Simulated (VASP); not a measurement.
# H11NO4 in VASP: further runs

The runs below take H11NO4 through single point, molecular dynamics, with PBE.

Program: VASP 6.6.1. These are calculated values, not measurements. Logs are shortened: lines on timing, memory, paths and dates and some standing lists are left out, and cuts for length are marked.

**1. The cell of the first run**

The cell holds an amorphous packing of atoms, 16 atoms: a = 5.231 Å, b = 5.231 Å, c = 5.231 Å, α = 90.00°, β = 90.00°, γ = 90.00°.

**2. Single point, PBE**

The input, INCAR:

```
PREC     = Accurate       # precision mode
ENCUT    = 520            # plane-wave cutoff, eV
EDIFF    = 1E-6           # SCF threshold, eV
ISMEAR   = -1             # smearing method
SIGMA    = 0.05           # smearing width, eV
LREAL    = Auto         
LASPH    = True           # aspherical terms in the spheres
NELM     = 60             # most SCF steps
ALGO     = Normal         # electronic algorithm
ISIF     = 2              # what is computed and relaxed
LWAVE    = False          # write WAVECAR
LCHARG   = False          # write CHGCAR
GGA      = PE             # functional
NBANDS   = 34             # bands
```

The input, KPOINTS:

```
regular mesh
0
Gamma
  1 1 1
```

The input, POSCAR:

```
H11NO4
1.0
    5.2305400000      0.0000000000      0.0000000000
    0.0000000000      5.2305400000      0.0000000000
    0.0000000000      0.0000000000      5.2305400000
O H N
4 11 1
Direct
    0.7023940167      0.8618230622      0.4996233658
    0.8310805385      0.6790885836      1.0351894833
    0.2842153965      0.5198316044      0.3482623209
    0.5464062984      0.2600113946     -0.0395943822
    0.7450664750      0.8373131646      0.3126445835
    0.5613569536      0.7461562286      0.5174035568
    0.8687630723      0.7311099810      0.8572919813
    0.7476092335      0.4987439155      1.0201432357
    0.1452622483      0.5902449843      0.2609864373
    0.1731752362      0.3999395856      0.4667204533
    0.4407575508      0.3672278579      0.0818462338
    0.5695779021      0.1130284827      0.0732237972
    0.2683852910      0.0844654663      0.6684969430
    0.0653278629      0.2698956513      0.8670997641
   -0.0424430365      0.0621924314      0.6193624368
    0.0927820072      0.1916436926      0.6829313991
```

Potentials or basis: VASP PAW PBE potentials, release 64 (O, H, N).

Run with:

```sh
cat potpaw_PBE.64/O/POTCAR potpaw_PBE.64/H/POTCAR potpaw_PBE.64/N/POTCAR > POTCAR
mpirun -np 1 vasp_gam > vasp.out
```

OUTCAR:

```text
PREC = Accurate
   ENCUT = 520
   EDIFF = 1E-6
   ISMEAR = -1
   LREAL = Auto
   LASPH = True
   NELM = 60
   ISIF = 2
   GGA = PE

 ion  position               nearest neighbor table
   1  0.702  0.862  0.500-   6 0.96   5 1.01
   2  0.831  0.679  0.035-   7 0.99   8 1.04
   3  0.284  0.520  0.348-   9 0.93  10 1.06
   4  0.546  0.260  0.960-  12 0.98  11 1.01
   5  0.745  0.837  0.313-   1 1.01
   6  0.561  0.746  0.517-   1 0.96
   7  0.869  0.731  0.857-   2 0.99
   8  0.748  0.499  0.020-   2 1.04
   9  0.145  0.590  0.261-   3 0.93
  10  0.173  0.400  0.467-   3 1.06
  11  0.441  0.367  0.082-   4 1.01
  12  0.570  0.113  0.073-   4 0.98
  13  0.268  0.084  0.668-  16 1.08
  14  0.065  0.270  0.867-  16 1.06
  15  0.958  0.062  0.619-  16 1.03
  16  0.093  0.192  0.683-  15 1.03  14 1.06  13 1.08

  LATTYP: Found a simple cubic cell.
 ALAT       =     5.2305400000

  Lattice vectors:

 A1 = (   5.2305400000,   0.0000000000,   0.0000000000)
 A2 = (   0.0000000000,   5.2305400000,   0.0000000000)
 A3 = (   0.0000000000,   0.0000000000,   5.2305400000)

Analysis of symmetry for initial positions (statically):
=====================================================================
 Subroutine PRICEL returns:
 Original cell was already a primitive cell.

 Routine SETGRP: Setting up the symmetry group for a
 simple cubic supercell.

 Subroutine GETGRP returns: Found  1 space group operations
 (whereof  1 operations were pure point group operations)
 out of a pool of 48 trial point group operations.

The static configuration has the point symmetry C_1 .

Analysis of symmetry for dynamics (positions and initial velocities):
=====================================================================
 Subroutine PRICEL returns:
 Original cell was already a primitive cell.

 Routine SETGRP: Setting up the symmetry group for a
 simple cubic supercell.

 Subroutine GETGRP returns: Found  1 space group operations
 (whereof  1 operations were pure point group operations)
 out of a pool of 48 trial point group operations.

The dynamic configuration has the point symmetry C_1 .

 Subroutine INISYM returns: Found  1 space group operations
 (whereof  1 operations are pure point group operations),
 and found     1 'primitive' translations

----------------------------------------------------------------------------------------

                                     Primitive cell

  volume of cell :     143.1000

  direct lattice vectors                    reciprocal lattice vectors
     5.230540000  0.000000000  0.000000000     0.191184849  0.000000000  0.000000000
     0.000000000  5.230540000  0.000000000     0.000000000  0.191184849  0.000000000
     0.000000000  0.000000000  5.230540000     0.000000000  0.000000000  0.191184849

  length of vectors
     5.230540000  5.230540000  5.230540000     0.191184849  0.191184849  0.191184849

  position of ions in fractional coordinates (direct lattice)
     0.702394017  0.861823062  0.499623366
     0.831080538  0.679088584  0.035189483
     0.284215397  0.519831604  0.348262321
     0.546406298  0.260011395  0.960405618
     0.745066475  0.837313165  0.312644584
     0.561356954  0.746156229  0.517403557
[... 8 lines left out ...]
     0.957556963  0.062192431  0.619362437
     0.092782007  0.191643693  0.682931399

  ion indices of the primitive-cell ions
   primitive index   ion index
                 1           1
                 2           2
                 3           3
                 4           4
                 5           5
                 6           6
[... 8 lines left out ...]
                15          15
                16          16

----------------------------------------------------------------------------------------

 KPOINTS: regular mesh

Automatic generation of k-mesh.
 Grid dimensions read from file:
 generate k-points for:    1    1    1

 Generating k-lattice:

  Cartesian coordinates                     Fractional coordinates (reciprocal lattice)
     0.191184849  0.000000000  0.000000000     1.000000000  0.000000000  0.000000000
     0.000000000  0.191184849  0.000000000     0.000000000  1.000000000  0.000000000
     0.000000000  0.000000000  0.191184849     0.000000000  0.000000000  1.000000000

  Length of vectors
     0.191184849  0.191184849  0.191184849

  Shift w.r.t. Gamma in fractional coordinates (k-lattice)
     0.000000000  0.000000000  0.000000000

 Subroutine IBZKPT returns following result:
 ===========================================

 Found      1 irreducible k-points:

 Following reciprocal coordinates:
            Coordinates               Weight
  0.000000  0.000000  0.000000      1.000000
   k-points           NKPTS =      1   k-points in BZ     NKDIM =      1   number of bands    NBANDS=     34
   number of dos      NEDOS =    301   number of ions     NIONS =     16
   total plane-waves  NPLWV =  64000
   dimension x,y,z NGX =    40 NGY =   40 NGZ =   40
   dimension x,y,z NGXF=    80 NGYF=   80 NGZF=   80
   ions per type =               4  11   1
   NGX,Y,Z   is equivalent  to a cutoff of  12.71, 12.71, 12.71 a.u.
   NGXF,Y,Z  is equivalent  to a cutoff of  25.43, 25.43, 25.43 a.u.
 SYSTEM =  unknown system
   PREC   = accura    normal or accurate (medium, high low for compatibility)
   ISTART =      0    job   : 0-new  1-cont  2-samecut
   ICHARG =      2    charge: 1-file 2-atom 10-const
   ISPIN  =      1    spin polarized calculation?
   LNONCOLLINEAR =      F non collinear calculations
   LSORBIT =      F    spin-orbit coupling
   LASPH  =      T    aspherical Exc in radial PAW
   ENCUT  =  520.0 eV  38.22 Ry    6.18 a.u.   9.73  9.73  9.73*2*pi/ulx,y,z
   NELM   =     60;   NELMIN=  2; NELMDL= -5     # of ELM steps
   EDIFF  = 0.1E-05   stopping-criterion for ELM
   LREAL  =      T    real-space projection
   EDIFFG = 0.1E-04   stopping-criterion for IOM
   NSW    =      0    number of steps for IOM
   IBRION =     -1    ionic relax: 0-MD 1-quasi-New 2-CG
   NFREE  =      0    steps in history (QN), initial steepest desc. (CG)
   ISIF   =      2    stress and relaxation
   ISYM   =      2    0-nonsym 1-usesym 2-fastsym
   POTIM  = 0.5000    time-step for ionic-motion
   TEBEG  =    0.0;   TEEND  =   0.0 temperature during run
   PSTRESS=    0.0 pullay stress
   NELECT =      40.0000    total number of electrons
   NUPDOWN=      -1.0000    fix difference up-down
   EMIN   =  10.00;   EMAX   =-10.00  energy-range for DOS
   EFERMI =   0.00;   METHOD = LEGACY
   ISMEAR =    -1;   SIGMA  =   0.05  broadening in eV -4-tet -1-fermi 0-gaus
   EFERMI_NEDOS =   21; number of points for ismear=-14 and -15
   IALGO  =     38    algorithm
   IMIX   =      4    mixing-type and parameters
     AMIX     =   0.40;   BMIX     =  1.00
     AMIX_MAG =   1.60;   BMIX_MAG =  1.00
  volume/ion in A,a.u.               =       8.94        60.36
  Fermi-wavevector in a.u.,A,eV,Ry     =   1.070405  2.022773 15.589117  1.145768
  Thomas-Fermi vector in A             =   2.206114
   LORBIT       =      0    0 simple, 1 ext, 2 COOP (PROOUT), +10 PAW based schemes
   GGA     = PE    functional components
   LHFCALC =     F    Hartree Fock is set to
   AEXX    =    0.0000 exact exchange contribution
   IVDW    =     0    specifies the selected vdW correction
   LEPSILON=     F    determine dielectric tensor
   LRPA    =     F    only Hartree local field effects (RPA)
 non-spin polarized calculation
  energy-cutoff  :      520.00
  volume of cell :      143.10
 maximum number of plane-waves:      1944
 NGX is ok and might be reduce to    40
   NGX = 19   NGY = 19   NGZ = 19

 number of electron      40.0000004 magnetization

 Free energy of the ion-electron system (eV)
  ---------------------------------------------------
  ext. energy  EPLUGINS =         0.00000000
  ---------------------------------------------------
  free energy    TOTEN  =       -77.65698002 eV

  energy without entropy =      -77.65698002  energy(sigma->0) =      -77.65698002

 E-fermi :  -1.5051     XC(G=0):  -7.1655

 val. band max:       -2.6954123065   @ k =   0.0000   0.0000   0.0000
 cond. band min:       1.3912714186   @ k =   0.0000   0.0000   0.0000
 fundamental gap:      4.0866837251
 Fermi energy:        -1.5050552615

 k-point     1 :       0.0000    0.0000    0.0000
  band No.  band energies     occupation
      1     -22.2053      2.00000
      2     -21.6530      2.00000
      3     -21.2596      2.00000
      4     -21.1888      2.00000
      5     -17.2229      2.00000
      6      -9.8725      2.00000
[... 24 lines left out ...]
     31       9.2722      0.00000
     32       9.4754      0.00000
 [bands above 32 left out]

------------------------ aborting loop because EDIFF is reached ----------------------------------------

  FORCE on cell =-STRESS in cart. coord.  units (eV):
  Direction    XX          YY          ZZ          XY          YZ          ZX
  --------------------------------------------------------------------------------------
  -------------------------------------------------------------------------------------
  Total        1.7857887     -0.4086584     -2.1143771      0.3206864     -2.4073867      2.1917348
  in kB       19.9940641     -4.5754250    -23.6730080      3.5904722    -26.9536043     24.5391210
  external PRESSURE =      -2.7514563 kB  Pullay stress =       0.0000000 kB

 VOLUME and BASIS-vectors are now :
 -----------------------------------------------------------------------------
  energy-cutoff  :      520.00
  volume of cell :      143.10
      direct lattice vectors                 reciprocal lattice vectors
     5.230540000  0.000000000  0.000000000     0.191184849  0.000000000  0.000000000
     0.000000000  5.230540000  0.000000000     0.000000000  0.191184849  0.000000000
     0.000000000  0.000000000  5.230540000     0.000000000  0.000000000  0.191184849

 POSITION                                       TOTAL-FORCE (eV/Angst)
 -----------------------------------------------------------------------------------
      3.67390      4.50780      2.61330         0.570584      0.576078     -1.135567
      4.34700      3.55200      0.18406         0.137485     -1.190044     -0.594652
      1.48660      2.71900      1.82160         0.885772     -1.315787      1.163888
      2.85800      1.36000      5.02344        -0.052626      0.459418      1.143527
      3.89710      4.37960      1.63530         0.010421     -0.137407      0.941139
      2.93620      3.90280      2.70630        -0.987305     -0.694860      0.056288
[... 8 lines left out ...]
      5.00854      0.32530      3.23960        -0.354558      0.732263      0.737335
      0.48530      1.00240      3.57210         1.522821     -0.929318     -0.337682
 -----------------------------------------------------------------------------------
    total drift:                               -0.000176     -0.001700     -0.004694

  FREE ENERGIE OF THE ION-ELECTRON SYSTEM (eV)
  ---------------------------------------------------
  free  energy   TOTEN  =       -77.6569800183 eV

  energy  without entropy=      -77.6569800182  energy(sigma->0) =      -77.65698002
```

It took 7.7 s on 1 thread of Intel Xeon 6975P-C (Granite Rapids), shared host; peak memory 0.23 GiB.

What came out:

```
Free energy            : -77.6570 eV
Pressure               : -0.3 GPa
Largest force          : 2.916 eV/Å
Band gap on the k mesh : 4.09 eV
```

Forces in eV/Å, atoms in the order of the input:
```
O    0.571  0.576 -1.136
O    0.137 -1.190 -0.595
O    0.886 -1.316  1.164
O   -0.053  0.459  1.144
H    0.010 -0.137  0.941
H   -0.987 -0.695  0.056
H   -0.249 -0.175  0.533
H    0.461  1.256 -0.192
H   -1.739  1.606 -1.703
H    1.021 -0.207  0.475
H   -0.128 -0.104 -0.125
H    0.250 -0.248 -0.300
H   -1.487  1.449  0.711
H    0.138 -1.076 -1.373
H   -0.355  0.732  0.737
N    1.523 -0.929 -0.338
```

Stress tensor (GPa, compression positive):
```
 2.00  0.36  2.45
 0.36 -0.46 -2.70
 2.45 -2.70 -2.37
```

Caveat: the k points lie up to 1.20 Å⁻¹ apart.

**3. Single point, PBE**

The input, INCAR:

```
SYSTEM = H11NO4
PREC = Accurate
ENCUT = 520
EDIFF = 1E-6
ISMEAR = -1
SIGMA = 0.05
LREAL = Auto
LASPH = .TRUE.
NELM = 60
ALGO = Normal
ISIF = 2
LWAVE = .FALSE.
LCHARG = .FALSE.
GGA = PE
NBANDS = 34
```

The input, KPOINTS:

```
regular mesh
0
G
  1 1 1
  0 0 0
```

The input, POSCAR:

```
H11NO4
1.0
    5.2305400000      0.0000000000      0.0000000000
    0.0000000000      5.2305400000      0.0000000000
    0.0000000000      0.0000000000      5.2305400000
O H N
4 11 1
Direct
    0.5480504881      0.8224772203      0.5397721841
    0.8725485323      0.7285481040      0.9837034035
    0.2641601058      0.5066016128      0.2975983359
    0.6371617462      0.2747135095      0.0685588868
    0.6725691802      0.8191506040      0.4006087326
    0.4362264699      0.6813828018      0.4784592031
    0.7850814639      0.8144665752      0.8358983967
    0.7826534163      0.5571317684      0.9963024850
    0.1674970462      0.5525433320      0.1503477652
    0.1909554272      0.3442665576      0.4545037415
    0.5287981738      0.3441518467      0.2070914284
    0.6355557935      0.0868552769      0.1003720457
    0.1379589870      0.2406826064      0.8233566706
   -0.0444695959      0.1182860661      0.6192094889
    0.2782504292      0.0360765810      0.6011807576
    0.1388957928      0.1859846211      0.6358234523
```

Potentials or basis: VASP PAW PBE potentials, release 64 (O, H, N).

Run with:

```sh
cat potpaw_PBE.64/O/POTCAR potpaw_PBE.64/H/POTCAR potpaw_PBE.64/N/POTCAR > POTCAR
mpirun -np 1 vasp_gam > vasp.out
```

Run time: 8.5 s. Hardware: 1 thread of Intel Xeon 6975P-C (Granite Rapids), shared host; peak memory 0.22 GiB.

It converged, with:

```
Free energy            : -77.6456 eV
Pressure               : -0.1 GPa
Largest force          : 2.370 eV/Å
Band gap on the k mesh : 4.22 eV
```

Forces on the atoms (eV/Å):
```
O    0.898  0.581  0.213
O   -0.932 -0.042 -0.549
O    0.886 -1.185  1.851
O    0.400 -1.589  0.144
H    0.197  0.170 -0.046
H   -0.839 -0.308 -0.436
H    0.347 -0.953  0.640
H    0.466  0.727 -0.148
H   -0.748  0.470 -0.638
H   -0.378  0.759 -0.128
H   -0.823  0.471 -0.221
H    0.281  1.034 -0.357
H    0.687  0.217 -0.023
H    0.316 -0.124 -0.508
H   -1.127  1.009  0.595
N    0.371 -1.235 -0.388
```

Stress tensor (GPa, compression positive):
```
 0.78  1.13  0.81
 1.13 -1.13  0.90
 0.81  0.90  0.08
```

Levels at points of the mesh, in eV from the valence-band top:
```csv
k point,band 16,band 17,band 18,band 19,band 20,band 21,band 22,band 23,band 24,band 25
"(0.00, 0.00, 0.00)",-1.14,-0.92,-0.87,-0.25,0.00,4.22,7.64,8.27,8.84,9.29
```

Caveat: the k points lie up to 1.20 Å⁻¹ apart.

**4. Single point, PBE**

The input, INCAR:

```
PREC = Accurate
ENCUT = 520
EDIFF = 1E-7
ISMEAR = -1
SIGMA = 0.05
LREAL = Auto
LASPH = True
NELM = 100
ALGO = Normal
ISIF = 2
LWAVE = False
LCHARG = False
GGA = PE
NBANDS = 34
```

The input, KPOINTS:

```
regular mesh
0
Gamma
  1 1 1
```

The input, POSCAR:

```
H11NO4
1.0
    5.2305400000      0.0000000000      0.0000000000
    0.0000000000      5.2305400000      0.0000000000
    0.0000000000      0.0000000000      5.2305400000
O H N
4 11 1
Direct
    0.6346763432      0.8251729267      0.4691293824
    0.8491857437      0.7065236094      0.9137488672
    0.2601834610      0.5125092247      0.2648292528
    0.6497990647      0.2160006424      0.2223862163
    0.6005689661      0.9971628168      0.3740722755
    0.4975776880      0.7035984812      0.4541596088
    0.7647011590      0.7646055665      0.7432311004
    0.7268083219      0.7243038004      1.0544991531
    0.1301395267      0.6440252823      0.1944923469
    0.1725825632      0.4209316820      0.4226905826
    0.4952643513      0.3054942702      0.1566951022
    0.7757707617      0.2106092296      0.0808520726
   -0.1206949952      0.1795990471      0.6614613405
    0.1561789031      0.0439725153      0.6672924784
    0.1576892634      0.2897406386      0.8088839776
    0.0721722805      0.2187919412      0.6616716438
```

Run with:

```sh
cat potpaw_PBE.64/O/POTCAR potpaw_PBE.64/H/POTCAR potpaw_PBE.64/N/POTCAR > POTCAR
mpirun -np 1 vasp_gam > vasp.out
```

Wall time 8.1 s (1 thread of Intel Xeon 6975P-C (Granite Rapids), shared host); peak memory 0.22 GiB.

It converged, with:

| Property | Result |
| --- | --- |
| Free energy | -77.4257 eV |
| Pressure | 0.3 GPa |
| Largest force | 3.200 eV/Å |
| Band gap on the k mesh | 4.31 eV |

Forces in eV/Å, atoms in the order of the input:
```
O    0.595  0.871  0.713
O   -0.165  0.209 -0.672
O   -1.996  1.103  0.310
O    0.291  0.650 -1.522
H    0.338 -1.141  0.225
H   -0.835 -0.382 -0.593
H    0.363 -0.404  1.147
H    0.059  0.084 -0.247
H    1.226 -1.710  0.519
H    0.188  0.058 -0.918
H    0.211  0.286  0.492
H   -0.454 -0.049  0.698
H    0.535  0.679  0.560
H   -0.050 -0.544 -0.700
H   -0.028  1.851  2.610
N   -0.279 -1.561 -2.621
```

Stress tensor (GPa, compression positive):
```
 0.09  1.22  0.47
 1.22  1.70  2.51
 0.47  2.51 -0.89
```

Levels at points of the mesh, in eV from the valence-band top:
```
           k point  band 17  band 18  band 19  band 20  band 21  band 22  band 23  band 24
(0.00, 0.00, 0.00)    -0.75    -0.53    -0.18     0.00     4.31     7.72     8.29     9.27
```

Caveat: the k points lie up to 1.20 Å⁻¹ apart.

[end of part 1 of 2]
